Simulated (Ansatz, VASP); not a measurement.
# Two plane-wave programs on TaAl4

```
CELL_PARAMETERS angstrom
-1.81884 1.81884 6.66604
1.81884 -1.81884 6.66604
1.81884 1.81884 -6.66604
ATOMIC_POSITIONS crystal
Ta 0.00000 0.00000 0.00000
Al 0.40554 0.40554 0.00000
Al 0.25000 0.75000 0.50000
Al 0.75000 0.25000 0.50000
Al 0.59446 0.59446 0.00000
```

Change from the starting cell: species swapped into the SmAl4 type (I4/mmm, No. 139).

Alike in both runs: functional PBE; k mesh 14 × 14 × 14; occupations gaussian, width 0.1 eV; no spin polarisation.

Ansatz relaxed the structure, and its values are those at the end. VASP's run is a single point on that final structure, the one shown.

```csv
,VASP,Ansatz
version,VASP 6.6.1,Ansatz 0.2.0
potentials or method,"VASP PAW PBE potentials, release 64 (Ta_pv, Al), cutoff 520 eV","scalar-relativistic, plane waves, PAW"
valence electrons in the cell,23,25
```

|  | VASP | Ansatz | Ansatz less VASP |
| --- | --- | --- | --- |
| gap on the k mesh at the Fermi level (eV) | none | none | - |
| pressure (GPa) | 0.0 | 0.0 | +0.03 |

A gap of «none» marks a metal or a gap that the smearing closes. VASP's potentials hold 23 valence electrons a cell and Ansatz's 25, so a difference there can come from the potentials and not from the codes.

Neither program's run includes spin-orbit coupling.
